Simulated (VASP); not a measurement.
# TePt (P6_3/mmc) in VASP: single point with r2SCAN

Aim: the single point of TePt with r2SCAN.

All numbers are computed with VASP 6.6.1; they aren't measurements. Logs are shortened: lines on timing, memory, paths and dates and some standing lists are left out, and cuts for length are marked.

## (1) The cell of the first run

Symmetry: P6_3/mmc, No. 194, hexagonal system. Conventional cell: a = 4.728 Å, b = 4.728 Å, c = 5.446 Å, α = 90.00°, β = 90.00°, γ = 120.00°. Te (site symmetry -6m2) has 6 Pt at 3.05 Å and 6 Te at 3.86 Å within 4.0 Å. Within 3.6 Å of Pt (site symmetry -3m) lie 2 Pt at 2.72 Å and 6 Te at 3.05 Å.

## (2) Single point, r2SCAN (strain +0.1500 x Voigt [1, 1, 0, 0, 0, 0])

Input file POSCAR:

```
TePt
1.0
    4.7276497835      0.0000000000      0.0000000000
   -2.3638248917      4.0942648127      0.0000000000
    0.0000000000      0.0000000000      5.4460000000
Te Pt
2 2
Direct
    0.3333333333      0.6666666667      0.2500000000
    0.6666666667      0.3333333333      0.7500000000
    0.0000000000      0.0000000000      0.0000000000
    0.0000000000      0.0000000000      0.5000000000
```

Input file INCAR.step1:

```
SYSTEM = TePt
PREC = Accurate
ENCUT = 520
ISMEAR = 0
SIGMA = 0.15
LREAL = .False.
LASPH = .True.
NELM = 100
NBANDS = 24
GGA = PE
ALGO = Normal
EDIFF = 1E-4
LWAVE = .True.
LCHARG = .False.
```

Input file INCAR.step2:

```
SYSTEM = TePt
PREC = Accurate
ENCUT = 520
EDIFF = 1E-6
ISMEAR = 0
SIGMA = 0.15
LREAL = .False.
LASPH = .True.
NELM = 100
ALGO = Normal
ISIF = 2
LWAVE = .False.
LCHARG = .False.
METAGGA = R2SCAN
LMIXTAU = .True.
NBANDS = 24
ISTART = 1
```

Input file KPOINTS:

```
regular mesh
0
Gamma
  12 12 10
  0 0 0
```

Potentials or basis: VASP PAW PBE potentials, release 64 (Te, Pt).

Command:

```bash
$ cat potpaw_PBE.64/Te/POTCAR potpaw_PBE.64/Pt/POTCAR > POTCAR
$ cp INCAR.step1 INCAR
$ mpirun -np 1 vasp_std > vasp.out
$ cp INCAR.step2 INCAR
$ mpirun -np 1 vasp_std > vasp.out
```

OUTCAR:

```text
SYSTEM = TePt
   PREC = Accurate
   ENCUT = 520
   EDIFF = 1E-6
   ISMEAR = 0
   LREAL = .False.
   LASPH = .True.
   NELM = 100
   ISIF = 2
   METAGGA = R2SCAN
   ISTART = 1

 ion  position               nearest neighbor table
   1  0.333  0.667  0.250-   3 3.05   4 3.05   3 3.05   4 3.05   3 3.05   4 3.05
   2  0.667  0.333  0.750-   3 3.05   4 3.05   3 3.05   4 3.05   3 3.05   4 3.05
   3  0.000  0.000  0.000-   4 2.72   4 2.72   1 3.05   2 3.05   1 3.05   2 3.05   2 3.05   1 3.05

   4  0.000  0.000  0.500-   3 2.72   3 2.72   1 3.05   2 3.05   1 3.05   2 3.05   2 3.05   1 3.05

  LATTYP: Found a hexagonal cell.
 ALAT       =     4.7276497835
 C/A-ratio  =     1.1519465801

  Lattice vectors:

 A1 = (   4.7276497835,   0.0000000000,   0.0000000000)
 A2 = (  -2.3638248917,   4.0942648127,   0.0000000000)
 A3 = (   0.0000000000,   0.0000000000,   5.4460000000)

Analysis of symmetry for initial positions (statically):
=====================================================================
 Subroutine PRICEL returns:
 Original cell was already a primitive cell.

 Routine SETGRP: Setting up the symmetry group for a
 hexagonal supercell.

 Subroutine GETGRP returns: Found 24 space group operations
 (whereof 12 operations were pure point group operations)
 out of a pool of 24 trial point group operations.

The static configuration has the point symmetry D_3d.
 The point group associated with its full space group is D_6h.

Analysis of symmetry for dynamics (positions and initial velocities):
=====================================================================
 Subroutine PRICEL returns:
 Original cell was already a primitive cell.

 Routine SETGRP: Setting up the symmetry group for a
 hexagonal supercell.

 Subroutine GETGRP returns: Found 24 space group operations
 (whereof 12 operations were pure point group operations)
 out of a pool of 24 trial point group operations.

The dynamic configuration has the point symmetry D_3d.
 The point group associated with its full space group is D_6h.

 Subroutine INISYM returns: Found 24 space group operations
 (whereof 12 operations are pure point group operations),
 and found     1 'primitive' translations

----------------------------------------------------------------------------------------

[... 94 lines left out ...]
   ENCUT  =  520.0 eV  38.22 Ry    6.18 a.u.   8.79  8.79 10.13*2*pi/ulx,y,z
   NELM   =    100;   NELMIN=  2; NELMDL=  0     # of ELM steps
   EDIFF  = 0.1E-05   stopping-criterion for ELM
   LREAL  =      F    real-space projection
   EDIFFG = 0.1E-04   stopping-criterion for IOM
   NSW    =      0    number of steps for IOM
   IBRION =     -1    ionic relax: 0-MD 1-quasi-New 2-CG
   NFREE  =      0    steps in history (QN), initial steepest desc. (CG)
   ISIF   =      2    stress and relaxation
   ISYM   =      2    0-nonsym 1-usesym 2-fastsym
   POTIM  = 0.5000    time-step for ionic-motion
   TEBEG  =    0.0;   TEEND  =   0.0 temperature during run
   PSTRESS=    0.0 pullay stress
   NELECT =      32.0000    total number of electrons
   NUPDOWN=      -1.0000    fix difference up-down
   EMIN   =  10.00;   EMAX   =-10.00  energy-range for DOS
   EFERMI =   0.00;   METHOD = LEGACY
   ISMEAR =     0;   SIGMA  =   0.15  broadening in eV -4-tet -1-fermi 0-gaus
   EFERMI_NEDOS =   21; number of points for ismear=-14 and -15
   IALGO  =     38    algorithm
   IMIX   =      4    mixing-type and parameters
     AMIX     =   0.40;   BMIX     =  1.00
     AMIX_MAG =   1.60;   BMIX_MAG =  1.00
  volume/ion in A,a.u.               =      26.35       177.84
  Fermi-wavevector in a.u.,A,eV,Ry     =   1.100251  2.079173 16.470571  1.210553
  Thomas-Fermi vector in A             =   2.236659
   LORBIT       =      0    0 simple, 1 ext, 2 COOP (PROOUT), +10 PAW based schemes
   METAGGA = R2SCAN    functional components
   LHFCALC =     F    Hartree Fock is set to
   AEXX    =    0.0000 exact exchange contribution
   IVDW    =     0    specifies the selected vdW correction
   LEPSILON=     F    determine dielectric tensor
   LRPA    =     F    only Hartree local field effects (RPA)
 non-spin polarized calculation
 Gauss-broadening in eV      SIGMA  =   0.15
  energy-cutoff  :      520.00
  volume of cell :      105.41
 maximum number of plane-waves:      2868
 NGX is ok and might be reduce to    36
   NGX = 17   NGY = 17   NGZ = 21

 number of electron      32.0000005 magnetization

 Free energy of the ion-electron system (eV)
  ---------------------------------------------------
  ext. energy  EPLUGINS =         0.00000000
  ---------------------------------------------------
  free energy    TOTEN  =      -153.36440530 eV

  energy without entropy =     -153.32749936  energy(sigma->0) =     -153.34595233

 E-fermi :   6.3568     XC(G=0): -10.8265

 val. band max:        6.3535547903   @ k =   0.1667   0.1667   0.2000
 cond. band min:       6.3581539634   @ k =   0.0000   0.0000   0.3000
 fundamental gap:      0.0045991731
 Fermi energy:         6.3568248419

 k-point     1 :       0.0000    0.0000    0.0000
  band No.  band energies     occupation
      1      -6.5299      2.00000
      2      -4.4324      2.00000
      3       1.0325      2.00000
      4       1.3483      2.00000
      5       1.3483      2.00000
      6       1.3802      2.00000
[... 637 lines left out ...]
     23      12.8789      0.00000
     24      13.3757      0.00000

 [... further k-points ...]

------------------------ aborting loop because EDIFF is reached ----------------------------------------

  FORCE on cell =-STRESS in cart. coord.  units (eV):
  Direction    XX          YY          ZZ          XY          YZ          ZX
  --------------------------------------------------------------------------------------
  -------------------------------------------------------------------------------------
  Total      -11.1577998    -11.1577998     -4.0335260     -0.0000000      0.0000000      0.0000000
  in kB     -169.5861127   -169.5861127    -61.3050961     -0.0000000      0.0000000      0.0000000
  external PRESSURE =    -133.4924405 kB  Pullay stress =       0.0000000 kB

 VOLUME and BASIS-vectors are now :
 -----------------------------------------------------------------------------
  energy-cutoff  :      520.00
  volume of cell :      105.41
      direct lattice vectors                 reciprocal lattice vectors
     4.727649784  0.000000000  0.000000000     0.211521590  0.122122047  0.000000000
    -2.363824892  4.094264813  0.000000000     0.000000000  0.244244094  0.000000000
     0.000000000  0.000000000  5.446000000     0.000000000  0.000000000  0.183621006

 POSITION                                       TOTAL-FORCE (eV/Angst)
 -----------------------------------------------------------------------------------
     -0.00000      2.72951      1.36150         0.000000     -0.000000      0.000000
      2.36382      1.36475      4.08450        -0.000000      0.000000      0.000000
      0.00000      0.00000      0.00000         0.000000      0.000000      0.000000
      0.00000      0.00000      2.72300         0.000000      0.000000      0.000000
 -----------------------------------------------------------------------------------
    total drift:                               -0.000000      0.000000      0.000000

  FREE ENERGIE OF THE ION-ELECTRON SYSTEM (eV)
  ---------------------------------------------------
  free  energy   TOTEN  =      -153.3644053048 eV

  energy  without entropy=     -153.3274993617  energy(sigma->0) =     -153.34595233
```

OSZICAR.step1:

```text
N       E                     dE             d eps       ncg     rms          rms(c)
DAV:   1     0.157461838511E+03    0.15746E+03   -0.13515E+04  5496   0.115E+03
DAV:   2    -0.113467047666E+02   -0.16881E+03   -0.15441E+03  6584   0.215E+02
DAV:   3    -0.185092470923E+02   -0.71625E+01   -0.69623E+01  6712   0.432E+01
DAV:   4    -0.186192192670E+02   -0.10997E+00   -0.10992E+00  6688   0.583E+00
DAV:   5    -0.186211082598E+02   -0.18890E-02   -0.18888E-02  6896   0.719E-01    0.135E+01
DAV:   6    -0.183493054429E+02    0.27180E+00   -0.63670E-01  6168   0.578E+00    0.811E+00
DAV:   7    -0.183088001151E+02    0.40505E-01   -0.21241E-01  5688   0.323E+00    0.263E+00
DAV:   8    -0.182749838606E+02    0.33816E-01   -0.15681E-01  5888   0.310E+00    0.156E+00
DAV:   9    -0.182751050207E+02   -0.12116E-03   -0.66792E-03  6632   0.428E-01    0.813E-01
DAV:  10    -0.182733079589E+02    0.17971E-02   -0.85696E-03  5768   0.586E-01    0.178E-01
DAV:  11    -0.182732733004E+02    0.34659E-04   -0.14505E-04  4504   0.923E-02
   1 F= -.18273273E+02 E0= -.18254063E+02  d E =-.384212E-01
```

Wall time 6.6 min (1 thread of Intel Xeon 6975P-C (Granite Rapids), shared host); peak memory 0.42 GiB.

Results:

```yaml
Free_energy: -153.3644 eV
Pressure: -13.3 GPa
Band_gap_on_the_k_mesh: zero (bands 16 and 17 overlap by 1.46 eV)
```

Caveat: the cell differs from its parent crystal (strain +0.1500 x Voigt [1, 1, 0, 0, 0, 0]); the stress differs along the axes, from -17 to -6 GPa; the PAW data sets were made with another functional, which shifts forces and pressure a little; spin-orbit coupling is left out, which moves the levels of the heavy elements.
